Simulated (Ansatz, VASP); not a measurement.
# One calculation of Re, two programs

```
Re
1.0
     2.55022    0.00000    0.00000
    -1.27511    2.20855    0.00000
     0.00000    0.00000    4.07776
Re
2
Cartesian
  0.0000 1.4724 1.0194
  1.2751 0.7362 3.0583
```

Change from the starting cell: volume scaled by 0.9405, PAW files.

Alike in both runs: task electric field gradients; functional LDA; k mesh 14 × 14 × 8; occupations fermi-dirac, width 0.05 eV; no spin polarisation.

```csv
,VASP,Ansatz
version,VASP 6.6.1,Ansatz 0.2.0
potentials or method,"VASP PAW LDA potentials, release 64 (Re)","PAW with Ansatz's default frozen-core files, scalar-relativistic"
plane-wave cutoff (eV),520,420
valence electrons in the cell,14,30
```

|  | VASP | Ansatz | Ansatz less VASP |
| --- | --- | --- | --- |
| pressure (GPa) | 151.3 | 143.8 | -7.48 |
| traceless stress, the component that is largest in VASP (GPa) | 5.05 | 5.17 | +0.126 |
| size of Vzz on the site where it differs most (V/Å²) | 104.8 | 82.2 | -22.62 |

LDA's correlation is that of Perdew and Zunger in VASP and of Perdew and Wang (1992) in Ansatz. Both programs put the cell under a high pressure, so it lies far from rest at this level. VASP's potentials hold 14 valence electrons a cell and Ansatz's 30, so a difference there can come from the potentials and not from the codes.

Neither program's run includes spin-orbit coupling. Noted on VASP's run: the cell as given lies far from equilibrium.
